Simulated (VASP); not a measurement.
Set up this calculation in VASP 6.6.1, as the native input.

* Task: single point
* Functional: LDA
* Potentials or basis: VASP PAW LDA potentials, release 64 (Se, F, Cs_sv)
* Cutoff: 600 eV
* k mesh: 6 × 6 × 6
* Occupations: gaussian, width 0.02 eV
* Spin: no spin polarisation
* Dipole correction: no
* Further INCAR settings: ALGO = Normal; EDIFF = 1e-06; NBANDS = 28

The structure of Cs3SeF lies in POSCAR:

```
Cs3SeF
1.0
    5.6012000000      0.0000000000      0.0000000000
    0.0000000000      5.6012000000      0.0000000000
    0.0000000000      0.0000000000      5.6012000000
Se F Cs
1 1 3
Direct
    0.0000000000      0.0000000000      0.0000000000
    0.5000000000      0.5000000000      0.5000000000
    0.5000000000      0.5000000000      0.0000000000
    0.5000000000      0.0000000000      0.5000000000
    0.0000000000      0.5000000000      0.5000000000
```

The input as run:

INCAR

```
SYSTEM = Cs3SeF
ALGO     = Normal         ! electronic algorithm
EDIFF    = 1E-6           ! SCF threshold, eV
ENCUT    = 600            ! plane-wave cutoff, eV
GGA_COMPAT= .FALSE.      
ISIF     = 2              ! what is computed and relaxed
ISMEAR   = 0              ! smearing method
LASPH    = .TRUE.         ! aspherical terms in the spheres
LCHARG   = .FALSE.        ! write CHGCAR
LREAL    = .FALSE.        ! projectors in reciprocal space
LWAVE    = .FALSE.        ! write WAVECAR
NBANDS   = 28             ! bands
NELM     = 120            ! most SCF steps
PREC     = Accurate       ! precision mode
SIGMA    = 0.02           ! smearing width, eV
```

KPOINTS

```
k-points
0
G
  6 6 6
  0 0 0
```

Potentials or basis: VASP PAW LDA potentials, release 64 (Se, F, Cs_sv).

Run with:

```bash
$ cat potpaw_LDA.64/Se/POTCAR potpaw_LDA.64/F/POTCAR potpaw_LDA.64/Cs_sv/POTCAR > POTCAR
$ mpirun -np 1 vasp_std > vasp.out
```

It gave:

The pressure is -0.9 GPa and the band gap on the k mesh is 1.96 eV.

Caveat: spin-orbit coupling is left out, which moves the levels of the heavy elements.

Wall time 2.4 min on 1 thread of AMD EPYC 7R43 64-Core Processor (Zen 3), on a shared host, peak memory 0.28 GiB.
